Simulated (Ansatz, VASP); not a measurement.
## Two plane-wave programs on C

```xyz
2
Lattice="1.2225 0.7058 3.3060 -1.2225 0.7058 3.3060 0.0000 -1.4116 3.3060" Properties=species:S:1:pos:R:3 pbc="T T T"
C     0.0000    0.0000    8.2659
C     0.0000    0.0000    1.6521
```

Alike in both runs: functional LDA; k mesh 12 × 12 × 12; occupations gaussian, width 0.02 eV; no spin polarisation.

Ansatz relaxed the structure, and its values are those at the end. VASP's run is a single point on that final structure, the one shown.

```csv
,VASP,Ansatz
version,VASP 6.6.1,Ansatz 0.2.0
potentials or method,"VASP PAW LDA potentials, release 64 (C), cutoff 520 eV","scalar-relativistic, plane waves, PAW"
valence electrons in the cell,8,8
```

|  | VASP | Ansatz | Ansatz less VASP |
| --- | --- | --- | --- |
| gap on the k mesh at the Fermi level (eV) | 0.73 | 0.72 | -0.001 |
| least direct gap on the mesh (eV) | 0.73 | 0.72 | -0.001 |
| pressure (GPa) | 0.8 | 0.0 | -0.83 |

LDA's correlation is that of Perdew and Zunger in VASP and of Perdew and Wang (1992) in Ansatz.
